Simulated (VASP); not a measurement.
# CdS (P6_3mc) in VASP: settings compared

Aim: see how the results for CdS move with the level of theory and the settings. Levels: r2SCAN, PBEsol-based screened hybrid with 25 % exact exchange. Tasks: relaxation of cell and atoms, single point.

Everything below comes from runs of VASP 6.6.1. Logs are shortened: lines on timing, memory, paths and dates and some standing lists are left out, and cuts for length are marked.

### 1 The cell of the first run

Symmetry: P6_3mc, No. 186, hexagonal system. The conventional cell has a = 4.080 Å, b = 4.080 Å, c = 6.623 Å, α = 90.00°, β = 90.00°, γ = 120.00°. Within 3.3 Å of Cd (site symmetry 3m) lie 4 S at 2.48 to 2.50 Å. S (site symmetry 3m) has 4 Cd at 2.48 to 2.50 Å within 3.3 Å.

### 2 Relaxation of cell and atoms, r2SCAN (23.86 Å³/atom)

File POSCAR:

```
CdS
1.0
    4.0796474258      0.0000000000      0.0000000000
   -2.0398237129      3.5330783093      0.0000000000
    0.0000000000      0.0000000000      6.6227914959
Cd S
2 2
Direct
    0.6666666667      0.3333333333      0.5000000000
    0.3333333333      0.6666666667      0.0000000000
    0.6666666667      0.3333333333      0.8750000000
    0.3333333333      0.6666666667      0.3750000000
```

File INCAR.step1:

```
ALGO = Normal
EDIFF = 1E-7
EDIFFG = -0.002
EFERMI = MIDGAP
ENCUT = 720
GGA_COMPAT = F
IBRION = 2
ISIF = 3
ISMEAR = 0
KPAR = 4
LASPH = T
LCHARG = F
LMIXTAU = T
LREAL = F
LWAVE = F
METAGGA = R2SCAN
NELM = 120
NELMIN = 4
NSW = 80
POTIM = 0.5
PREC = Accurate
SIGMA = 0.03
```

File INCAR.step4:

```
ALGO = Normal
EDIFF = 1E-7
EFERMI = MIDGAP
ENCUT = 720
GGA_COMPAT = F
ISIF = 2
ISMEAR = 0
KPAR = 4
LASPH = T
LCHARG = F
LMIXTAU = T
LREAL = F
LWAVE = F
METAGGA = R2SCAN
NELM = 120
PREC = Accurate
SIGMA = 0.03
```

File KPOINTS:

```
Automatic mesh
0
Gamma
  8 8 4
  0 0 0
```

Potentials or basis: VASP PAW PBE potentials, release 64 (Cd, S).

Launch:

```
$ cat potpaw_PBE.64/Cd/POTCAR potpaw_PBE.64/S/POTCAR > POTCAR
$ cp INCAR.step1 INCAR
$ cp POSCAR.step1 POSCAR
$ mpirun -np 4 vasp_std > vasp.out
$ cp CONTCAR POSCAR
$ mpirun -np 4 vasp_std > vasp.out
$ cp CONTCAR POSCAR
$ mpirun -np 4 vasp_std > vasp.out
$ cp CONTCAR POSCAR
$ cp INCAR.step4 INCAR
$ mpirun -np 4 vasp_std > vasp.out
```

OUTCAR:

```text
EDIFF = 1E-7
   EFERMI = MIDGAP
   ENCUT = 720
   ISIF = 2
   ISMEAR = 0
   LASPH = T
   LREAL = F
   METAGGA = R2SCAN
   NELM = 120
   PREC = Accurate

 ion  position               nearest neighbor table
   1  0.667  0.333  0.499-   4 2.55   4 2.55   4 2.55   3 2.55
   2  0.333  0.667  0.999-   3 2.55   3 2.55   3 2.55   4 2.55
   3  0.667  0.333  0.876-   2 2.55   2 2.55   2 2.55   1 2.55
   4  0.333  0.667  0.376-   1 2.55   1 2.55   1 2.55   2 2.55

  LATTYP: Found a hexagonal cell.
 ALAT       =     4.1710792661
 C/A-ratio  =     1.6251024356

  Lattice vectors:

 A1 = (   4.1710792661,   0.0000000000,   0.0000000000)
 A2 = (  -2.0855396330,   3.6122606057,   0.0000000000)
 A3 = (   0.0000000000,   0.0000000000,   6.7784310743)

Analysis of symmetry for initial positions (statically):
=====================================================================
 Subroutine PRICEL returns:
 Original cell was already a primitive cell.

 Routine SETGRP: Setting up the symmetry group for a
 hexagonal supercell.

 Subroutine GETGRP returns: Found 12 space group operations
 (whereof  6 operations were pure point group operations)
 out of a pool of 24 trial point group operations.

The static configuration has the point symmetry C_3v.
 The point group associated with its full space group is C_6v.

Analysis of symmetry for dynamics (positions and initial velocities):
=====================================================================
 Subroutine PRICEL returns:
 Original cell was already a primitive cell.

 Routine SETGRP: Setting up the symmetry group for a
 hexagonal supercell.

 Subroutine GETGRP returns: Found 12 space group operations
 (whereof  6 operations were pure point group operations)
 out of a pool of 24 trial point group operations.

The dynamic configuration has the point symmetry C_3v.
 The point group associated with its full space group is C_6v.

 Subroutine INISYM returns: Found 12 space group operations
 (whereof  6 operations are pure point group operations),
 and found     1 'primitive' translations

----------------------------------------------------------------------------------------

                                     Primitive cell

  volume of cell :     102.1308

  direct lattice vectors                    reciprocal lattice vectors
     4.171079266  0.000000000  0.000000000     0.239746103  0.138417477  0.000000000
    -2.085539633  3.612260606  0.000000000     0.000000000  0.276834954  0.000000000
     0.000000000  0.000000000  6.778431074     0.000000000  0.000000000  0.147526764

  length of vectors
     4.171079266  4.171079266  6.778431074     0.276834954  0.276834954  0.147526764

  position of ions in fractional coordinates (direct lattice)
     0.666666667  0.333333333  0.499048634
     0.333333333  0.666666667  0.999048634
     0.666666667  0.333333333  0.875951366
     0.333333333  0.666666667  0.375951366

  ion indices of the primitive-cell ions
   primitive index   ion index
                 1           1
                 2           2
                 3           3
                 4           4

----------------------------------------------------------------------------------------

 KPOINTS: Automatic mesh

Automatic generation of k-mesh.
 Grid dimensions read from file:
 generate k-points for:    8    8    4

 Generating k-lattice:

  Cartesian coordinates                     Fractional coordinates (reciprocal lattice)
     0.029968263  0.017302185  0.000000000     0.125000000 -0.000000000  0.000000000
     0.000000000  0.034604369  0.000000000     0.000000000  0.125000000  0.000000000
     0.000000000  0.000000000  0.036881691     0.000000000  0.000000000  0.250000000

  Length of vectors
     0.034604369  0.034604369  0.036881691

  Shift w.r.t. Gamma in fractional coordinates (k-lattice)
     0.000000000  0.000000000  0.000000000

 Subroutine IBZKPT returns following result:
 ===========================================

 Found     30 irreducible k-points:

 Following reciprocal coordinates:
            Coordinates               Weight
  0.000000  0.000000  0.000000      1.000000
  0.125000  0.000000  0.000000      6.000000
  0.250000  0.000000  0.000000      6.000000
  0.375000  0.000000  0.000000      6.000000
  0.500000  0.000000  0.000000      3.000000
  0.125000  0.125000  0.000000      6.000000
[... 16 lines left out ...]
  0.250000  0.000000  0.500000      6.000000
  0.375000  0.000000  0.500000      6.000000
 [... further k-points ...]
   k-points           NKPTS =     30   k-points in BZ     NKDIM =     30   number of bands    NBANDS=     22
   number of dos      NEDOS =    301   number of ions     NIONS =      4
   total plane-waves  NPLWV =  96000
   dimension x,y,z NGX =    40 NGY =   40 NGZ =   60
   dimension x,y,z NGXF=    80 NGYF=   80 NGZF=  120
   ions per type =               2   2
   NGX,Y,Z   is equivalent  to a cutoff of  15.94, 15.94, 14.72 a.u.
[... 87 lines left out ...]
      1     -11.8437      2.00000
      2     -11.4641      2.00000
      3      -7.0262      2.00000
      4      -7.0157      2.00000
      5      -6.9930      2.00000
      6      -6.9260      2.00000
[... 14 lines left out ...]
     21       7.2468      0.00000
     22       8.0329      0.00000

 k-point     3 :       0.2500    0.0000    0.0000
  band No.  band energies     occupation
      1     -11.7120      2.00000
      2     -11.4132      2.00000
      3      -6.9824      2.00000
      4      -6.9686      2.00000
      5      -6.8796      2.00000
      6      -6.8470      2.00000
[... 14 lines left out ...]
     21       6.7048      0.00000
     22       7.6382      0.00000

 k-point     4 :       0.3750    0.0000    0.0000
  band No.  band energies     occupation
      1     -11.5672      2.00000
      2     -11.3748      2.00000
      3      -6.9504      2.00000
      4      -6.9338      2.00000
      5      -6.7875      2.00000
      6      -6.7736      2.00000
[... 14 lines left out ...]
     21       6.4209      0.00000
     22       7.4547      0.00000

 k-point     5 :       0.5000    0.0000    0.0000
  band No.  band energies     occupation
      1     -11.4970      2.00000
      2     -11.3690      2.00000
      3      -6.9413      2.00000
      4      -6.9236      2.00000
      5      -6.7449      2.00000
      6      -6.7284      2.00000
[... 14 lines left out ...]
     21       6.2297      0.00000
     22       7.6214      0.00000

 k-point     6 :       0.1250    0.1250    0.0000
  band No.  band energies     occupation
      1     -11.7516      2.00000
      2     -11.4273      2.00000
      3      -6.9906      2.00000
      4      -6.9846      2.00000
      5      -6.9101      2.00000
      6      -6.8831      2.00000
[... 14 lines left out ...]
     21       6.8515      0.00000
     22       7.4828      0.00000

 k-point     7 :       0.2500    0.1250    0.0000
  band No.  band energies     occupation
      1     -11.6122      2.00000
      2     -11.3840      2.00000
      3      -6.9555      2.00000
      4      -6.9414      2.00000
      5      -6.8160      2.00000
      6      -6.8059      2.00000
[... 324 lines left out ...]
      6      -6.7601      2.00000
[... 14 lines left out ...]
     21       6.4432      0.00000
     22       7.3859      0.00000

 k-point    21 :       0.0000    0.0000    0.5000
  band No.  band energies     occupation
      1     -11.6878      2.00000
      2     -11.6878      2.00000
      3      -7.0013      2.00000
      4      -7.0013      2.00000
      5      -7.0013      2.00000
      6      -7.0013      2.00000
[... 14 lines left out ...]
     21       7.4173      0.00000
     22       7.4173      0.00000

 k-point    22 :       0.1250    0.0000    0.5000
  band No.  band energies     occupation
      1     -11.6491      2.00000
      2     -11.6491      2.00000
      3      -6.9759      2.00000
      4      -6.9759      2.00000
      5      -6.9739      2.00000
      6      -6.9739      2.00000
[... 14 lines left out ...]
     21       6.9421      0.00000
     22       6.9421      0.00000

 k-point    23 :       0.2500    0.0000    0.5000
  band No.  band energies     occupation
      1     -11.5555      2.00000
      2     -11.5555      2.00000
      3      -6.9266      2.00000
      4      -6.9266      2.00000
      5      -6.9096      2.00000
      6      -6.9096      2.00000
[... 14 lines left out ...]
     21       6.6292      0.00000
     22       6.6292      0.00000

 k-point    24 :       0.3750    0.0000    0.5000
  band No.  band energies     occupation
      1     -11.4621      2.00000
      2     -11.4621      2.00000
      3      -6.9059      2.00000
      4      -6.9059      2.00000
      5      -6.8513      2.00000
      6      -6.8513      2.00000
[... 14 lines left out ...]
     21       6.6486      0.00000
     22       6.6486      0.00000

 [... further k-points ...]

------------------------ aborting loop because EDIFF is reached ----------------------------------------

  FORCE on cell =-STRESS in cart. coord.  units (eV):
  Direction    XX          YY          ZZ          XY          YZ          ZX
  --------------------------------------------------------------------------------------
  -------------------------------------------------------------------------------------
  Total       -0.0044393     -0.0044393     -0.0038543      0.0000000      0.0000000      0.0000000
  in kB       -0.0696422     -0.0696422     -0.0604642      0.0000000      0.0000000      0.0000000
  external PRESSURE =      -0.0665829 kB  Pullay stress =       0.0000000 kB

 VOLUME and BASIS-vectors are now :
 -----------------------------------------------------------------------------
  energy-cutoff  :      720.00
  volume of cell :      102.13
      direct lattice vectors                 reciprocal lattice vectors
     4.171079266  0.000000000  0.000000000     0.239746103  0.138417477  0.000000000
    -2.085539633  3.612260606  0.000000000     0.000000000  0.276834954  0.000000000
     0.000000000  0.000000000  6.778431074     0.000000000  0.000000000  0.147526764

 POSITION                                       TOTAL-FORCE (eV/Angst)
 -----------------------------------------------------------------------------------
      2.08554      1.20409      3.38277        -0.000000     -0.000000     -0.000030
     -0.00000      2.40817      6.77198         0.000000      0.000000     -0.000030
      2.08554      1.20409      5.93758        -0.000000      0.000000      0.000030
     -0.00000      2.40817      2.54836         0.000000     -0.000000      0.000030
 -----------------------------------------------------------------------------------
    total drift:                               -0.000000      0.000000      0.001347

  FREE ENERGIE OF THE ION-ELECTRON SYSTEM (eV)
  ---------------------------------------------------
  free  energy   TOTEN  =       -59.3850994463 eV

  energy  without entropy=      -59.3850994463  energy(sigma->0) =      -59.38509945
```

It took 14 min on 4 MPI ranks of Intel Xeon Platinum 8488C (Sapphire Rapids), shared host; peak memory 0.39 GiB.

What came out:

```
Free energy                           : -59.3851 eV
Relaxed volume                        : 25.53 Å³/atom
Relaxed cell                          : a = 4.171 Å, b = 4.171 Å, c = 6.778 Å, α = 90.00°, β = 90.00°, γ = 120.00°
Space group after relaxing (to 0.1 Å) : P6_3mc (No. 186)
Energy gained by relaxing             : 23.6 meV/atom
Ionic steps                           : 14
Pressure after relaxing               : 0.0 GPa
Band gap on the k mesh                : 1.61 eV
```

Step by step:
```tsv
step	energy change (eV)	largest force (eV/Å)	pressure (GPa)	volume (Å³)
1	0.0000	0.0820	4.73	95.46
2	-0.0723	0.0060	-1.86	105.53
3	-0.0930	0.0139	0.02	102.08
4	-0.0930	0.0131	-0.07	102.22
5	-0.0931	0.0096	0.02	102.05
6	-0.0931	0.0094	0.03	102.05
7	-0.0931	0.0073	0.02	102.06
8	-0.0931	0.0008	0.00	102.09
9	-0.0931	0.0016	-0.01	102.11
10	-0.0931	0.0012	0.01	102.09
11	-0.0931	0.0001	0.00	102.10
12	-0.0943	0.0001	0.01	102.10
13	-0.0943	0.0000	-0.01	102.13
14	-0.0943	0.0000	-0.01	102.13
```

Final structure:
```
CELL_PARAMETERS angstrom
4.17108 0.00000 0.00000
-2.08554 3.61226 0.00000
0.00000 0.00000 6.77843
ATOMIC_POSITIONS crystal
Cd 0.66667 0.33333 0.49905
Cd 0.33333 0.66667 0.99905
S 0.66667 0.33333 0.87595
S 0.33333 0.66667 0.37595
```

Levels at points of the mesh, in eV from the valence-band top:
```tsv
k point	band 16	band 17	band 18	band 19	band 20	band 21
(0.00, 0.00, 0.00)	-0.04	0.00	0.00	1.61	3.21	6.99
(0.50, 0.00, 0.00)	-1.83	-1.25	-0.74	4.14	4.25	5.43
(0.00, 0.00, 0.50)	-0.38	-0.38	-0.38	3.25	3.25	6.61
(0.50, 0.00, 0.50)	-1.31	-1.29	-1.29	3.87	3.87	5.79
```

Caveat: the PAW data sets were made with another functional, which shifts forces and pressure a little. Zero-point motion and thermal expansion aren't in these numbers.

### 3 Relaxation of cell and atoms, r2SCAN (23.86 Å³/atom)

POSCAR is that of step 2.

INCAR.step1, as its differences from that of step 2:

```diff
@@ -1,4 +1,4 @@
 ALGO = Normal
-EDIFF = 1E-7
-EDIFFG = -0.002
+EDIFF = 1E-6
+EDIFFG = -0.005
 EFERMI = MIDGAP
@@ -20,3 +20,3 @@
 POTIM = 0.5
-PREC = Accurate
+PREC = Normal
 SIGMA = 0.03
```

File INCAR.step2:

```
ALGO = Normal
EDIFF = 1E-6
EFERMI = MIDGAP
ENCUT = 720
GGA_COMPAT = F
ISIF = 2
ISMEAR = 0
KPAR = 4
LASPH = T
LCHARG = F
LMIXTAU = T
LREAL = F
LWAVE = F
METAGGA = R2SCAN
NELM = 120
PREC = Normal
SIGMA = 0.03
```

File KPOINTS:

```
Automatic mesh
0
Gamma
  6 6 4
  0 0 0
```

Potentials or basis: VASP PAW PBE potentials, release 64 (Cd, S).

Launch:

```
$ cat potpaw_PBE.64/Cd/POTCAR potpaw_PBE.64/S/POTCAR > POTCAR
$ cp INCAR.step1 INCAR
$ cp POSCAR.step1 POSCAR
$ mpirun -np 4 vasp_std > vasp.out
$ cp CONTCAR POSCAR
$ cp INCAR.step2 INCAR
$ mpirun -np 4 vasp_std > vasp.out
```

Wall time 3.3 min (4 MPI ranks of Intel Xeon Platinum 8488C (Sapphire Rapids), shared host); peak memory 0.25 GiB.

The run converged. Its results:

```yaml
Free_energy: -59.3835 eV
Relaxed_volume: 25.52 Å³/atom
Relaxed_cell: a = 4.170 Å, b = 4.170 Å, c = 6.780 Å, α = 90.00°, β = 90.00°, γ = 120.00°
Space_group_after_relaxing_to_0.1_Å: P6_3mc (No. 186)
Energy_gained_by_relaxing: 23.3 meV/atom
Ionic_steps: 8
Pressure_after_relaxing: 0.0 GPa
Band_gap_on_the_k_mesh: 1.61 eV
```

The path:
```
step  energy change (eV)  largest force (eV/Å)  pressure (GPa)  volume (Å³)
   1              0.0000                0.0809            4.74        95.46
   2             -0.0722                0.0058           -1.88       105.54
   3             -0.0931                0.0132            0.02       102.09
   4             -0.0931                0.0125           -0.08       102.22
   5             -0.0931                0.0095            0.02       102.05
   6             -0.0932                0.0094            0.03       102.05
   7             -0.0932                0.0074            0.02       102.06
   8             -0.0932                0.0015            0.00       102.09
```

Final structure:
```xyz
4
Lattice="4.1697 0.0000 0.0000 -2.0849 3.6111 0.0000 0.0000 0.0000 6.7800" Properties=species:S:1:pos:R:3 pbc="T T T"
Cd    2.0849    1.2037    3.3843
Cd    0.0000    2.4074    6.7744
S     2.0849    1.2037    5.9382
S     0.0000    2.4074    2.5482
```

Levels at points of the mesh, in eV from the valence-band top:
| k point | band 16 | band 17 | band 18 | band 19 | band 20 | band 21 |
| --- | --- | --- | --- | --- | --- | --- |
| (0.00, 0.00, 0.00) | -0.04 | 0.00 | 0.00 | 1.61 | 3.22 | 6.99 |
| (0.50, 0.00, 0.00) | -1.83 | -1.26 | -0.74 | 4.14 | 4.25 | 5.42 |
| (0.00, 0.00, 0.50) | -0.38 | -0.38 | -0.38 | 3.25 | 3.25 | 6.61 |
| (0.50, 0.00, 0.50) | -1.31 | -1.29 | -1.29 | 3.87 | 3.87 | 5.79 |

Caveat: the PAW data sets were made with another functional, which shifts forces and pressure a little. Zero-point motion and thermal expansion aren't in these numbers.

### 4 Single point, PBEsol-based screened hybrid with 25 % exact exchange

This run uses another cell than the first one, of 25.12 Å³/atom.

File POSCAR:

```
CdS
1.0
    4.1500000000      0.0000000000      0.0000000000
   -2.0750000000      3.5940054257      0.0000000000
    0.0000000000      0.0000000000      6.7370000000
Cd S
2 2
Direct
    0.6666666667      0.3333333333      0.5000000000
    0.3333333333      0.6666666667      0.0000000000
    0.6666666667      0.3333333333      0.8750000000
    0.3333333333      0.6666666667      0.3750000000
```

File INCAR.step1:

```
SYSTEM = CdS
PREC = Accurate
ENCUT = 520
EDIFF = 1E-5
ISMEAR = -1
SIGMA = 0.05
LREAL = .False.
LASPH = .True.
NELM = 80
ALGO = Normal
ISIF = 2
LWAVE = .True.
LCHARG = .False.
NBANDS = 26
GGA = PE
```

File INCAR.step2:

```
SYSTEM = CdS
PREC = Accurate
ENCUT = 520
EDIFF = 1E-6
ISMEAR = -1
SIGMA = 0.05
LREAL = .False.
LASPH = .True.
NELM = 80
ALGO = Normal
ISIF = 2
LWAVE = .False.
LCHARG = .False.
GGA = PS
LHFCALC = .True.
AEXX = 0.25
HFSCREEN = 0.207
PRECFOCK = Normal
NBANDS = 26
ISTART = 1
```

File KPOINTS:

```
regular mesh
0
Gamma
  4 4 3
  0 0 0
```

Launch:

```
$ cat potpaw_PBE.64/Cd/POTCAR potpaw_PBE.64/S/POTCAR > POTCAR
$ cp INCAR.step1 INCAR
$ mpirun -np 1 vasp_std > vasp.out
$ cp INCAR.step2 INCAR
$ mpirun -np 1 vasp_std > vasp.out
```

Wall time 38 min (1 thread of Intel Xeon 8259CL, shared host); peak memory 0.36 GiB.

The run converged. Its results:

```yaml
Free_energy: -16.1513 eV
Pressure: -0.9 GPa
Largest_force: 0.061 eV/Å
Band_gap_on_the_k_mesh: 2.08 eV
```

Forces in eV/Å, atoms in the order of the input:
```
Cd   0.000  0.000 -0.061
Cd   0.000  0.000 -0.061
S    0.000  0.000  0.061
S    0.000  0.000  0.061
```

Stress tensor (GPa, compression positive):
```
-1.03  0.00  0.00
 0.00 -1.03  0.00
 0.00  0.00 -0.65
```

Levels at points of the mesh, in eV from the valence-band top:
| k point | band 16 | band 17 | band 18 | band 19 | band 20 | band 21 |
| --- | --- | --- | --- | --- | --- | --- |
| (0.00, 0.00, 0.00) | -0.04 | 0.00 | 0.00 | 2.08 | 3.75 | 7.53 |
| (0.50, 0.00, 0.00) | -2.01 | -1.39 | -0.79 | 4.74 | 4.80 | 5.97 |

Caveat: the k points lie up to 0.44 Å⁻¹ apart; the PAW data sets were made with another functional, which shifts forces and pressure a little.

### 5 Overview

```csv
task,level,cell,k mesh,cutoff (eV),smearing,tolerance level,purpose,passes,dipole correction,grid for exact exchange (PRECFOCK),gap on the mesh (eV),pressure (GPa),relaxed volume (Å³/atom)
relaxation of cell and atoms,r2SCAN,"relaxed from a = 4.080, b = 4.080, c = 6.623 Å, angles 90.0, 90.0, 120.0°, 4 atoms",8 × 8 × 4,720,gaussian 0.03 eV,tight,cell,3,-,-,1.61,0.0,25.53
relaxation of cell and atoms,r2SCAN,"relaxed from a = 4.080, b = 4.080, c = 6.623 Å, angles 90.0, 90.0, 120.0°, 4 atoms",6 × 6 × 4,720,gaussian 0.03 eV,tight,cell,1,-,-,1.61,0.0,25.52
single point,PBEsol-based screened hybrid with 25 % exact exchange,"a = 4.150, b = 4.150, c = 6.737 Å, angles 90.0, 90.0, 120.0°, 4 atoms",4 × 4 × 3,520,fermi-dirac 0.05 eV,-,-,-,no,Normal,2.08,-0.9,-
```

Alike in all rows: potentials or basis VASP PAW PBE potentials, release 64 (Cd, S); no spin polarisation.

Caveats: some runs use coarse meshes; the PAW data sets were made with another functional, which shifts forces and pressure a little.

Total energies depend on the potentials used, so only differences within one code and one set of settings carry meaning.
